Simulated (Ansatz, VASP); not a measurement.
**Te: VASP beside Ansatz**

```
Te
1.0
    -3.84793    3.84793    3.33402
     3.84793   -3.84793    3.33402
     3.84793    3.84793   -3.33402
Te
6
Cartesian
  0.0000 0.0000 0.0000
  0.0000 3.8479 1.6670
  3.8479 1.9240 0.8335
  1.9240 3.8479 -0.8335
  1.9240 0.0000 2.5005
  0.0000 1.9240 4.1675
```

Alike in both runs: functional PBE; k mesh 4 × 4 × 4; occupations gaussian, width 0.1 eV; no spin polarisation.

Ansatz relaxed the structure, and its values are those at the end. VASP's run is a single point on that final structure, the one shown.

|  | VASP | Ansatz |
| --- | --- | --- |
| version | VASP 6.6.1 | Ansatz 0.2.0 |
| potentials or method | VASP PAW PBE potentials, release 64 (Te), cutoff 520 eV | scalar-relativistic, plane waves, PAW |
| valence electrons in the cell | 36 | 96 |

```tsv
	VASP	Ansatz	Ansatz less VASP
gap on the k mesh at the Fermi level (eV)	none	none	-
pressure (GPa)	-0.1	-0.1	+0.05
```

A gap of «none» marks a metal or a gap that the smearing closes. VASP's potentials hold 36 valence electrons a cell and Ansatz's 96, so a difference there can come from the potentials and not from the codes.

Neither program's run includes spin-orbit coupling.
